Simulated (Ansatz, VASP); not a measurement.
WSe2: VASP beside Ansatz

```
CELL_PARAMETERS angstrom
3.29000 0.00000 0.00000
-1.64500 2.84922 0.00000
0.00000 0.00000 12.84030
ATOMIC_POSITIONS crystal
W 0.33333 0.66667 0.25000
W 0.66667 0.33333 0.75000
Se 0.33333 0.66667 0.62100
Se 0.66667 0.33333 0.12100
Se 0.33333 0.66667 0.87900
Se 0.66667 0.33333 0.37900
```

Change from the starting cell: zz strain of -1 %.

Alike in both runs: task single point; functional PBEsol; k mesh 11 × 11 × 3; occupations fermi-dirac, width 0.08 eV; no spin polarisation.

```csv
,VASP,Ansatz
version,VASP 6.6.1,Ansatz 0.2.0
potentials or method,"VASP PAW PBE potentials, release 64 (W_sv, Se), cutoff 520 eV","all-electron LAPW, scalar-relativistic"
```

Ansatz gave:

* pressure (GPa): 0.4
* traceless stress, the component that is largest in VASP (GPa): 1.92
* rms of the force components (eV/Å): 0.075

**Question.** What did VASP give for the same quantities?

**Answer.** Pressure (GPa): 0.8; traceless stress, the component that is largest in VASP (GPa): 2.03; rms of the force components (eV/Å): 0.102.

VASP's potentials were made for PBE, not for PBEsol. Atom by atom the forces differ by 0.027 eV/Å (rms over components). Ansatz ran all-electron here, and VASP with PAW potentials.

Neither program's run includes spin-orbit coupling.
